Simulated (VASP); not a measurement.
Write the native input for VASP 6.6.1 that does the following.

- Task: single point
- Functional: PBE
- Dispersion: D3(BJ)
- Potentials or basis: VASP PAW PBE potentials, release 64 (Sn_d)
- Cutoff: 520 eV
- k mesh: 6 × 6 × 4
- Occupations: gaussian, width 0.1 eV
- Spin: no spin polarisation
- Dipole correction: no
- Further INCAR settings: ALGO = Normal; EDIFF = 1e-06; NBANDS = 21

The structure of Sn lies in POSCAR:

```
Sn
1.0
    3.1459352195     -1.8163160281     -0.0159038473
    3.1459352195      1.8163160281     -0.0159038473
   -2.0655903025      0.0000000000      4.9827912784
Sn
2
Direct
    0.8333715330      0.8333715330      0.0001140593
    0.1666284670      0.1666284670      0.9998859407
```

One way to write it, as run:

INCAR

```
ALGO = Normal ; EDIFF = 1E-6
ENCUT = 520 ; GGA = PE
ISIF = 2 ; ISMEAR = 0
IVDW = 12 ; LASPH = True
LCHARG = False ; LREAL = False
LWAVE = False ; NBANDS = 21
NELM = 60 ; PREC = Accurate
SIGMA = 0.1
```

KPOINTS

```
k-points
0
Gamma
  6 6 4
```

Potentials or basis: VASP PAW PBE potentials, release 64 (Sn_d).

Run with:

```console
$ cat potpaw_PBE.64/Sn_d/POTCAR > POTCAR
$ mpirun -np 1 vasp_std > vasp.out
```

It gave:

The pressure is 101.5 GPa. The largest force is 0.015 eV/Å, the band gap on the k mesh is zero (band 14 reaches 8.42 eV, above the bottom of band 15 at 7.66 eV) and the dispersion energy per atom is -0.354 eV.

Caveat: spin-orbit coupling is left out, which moves the levels of the heavy elements; pairwise dispersion overbinds metals, which lowers pressure and volume.

Wall time 19 s on 1 thread of Intel(R) Xeon(R) 6975P-C (Granite Rapids), with other jobs on the host, peak memory 0.2 GiB.
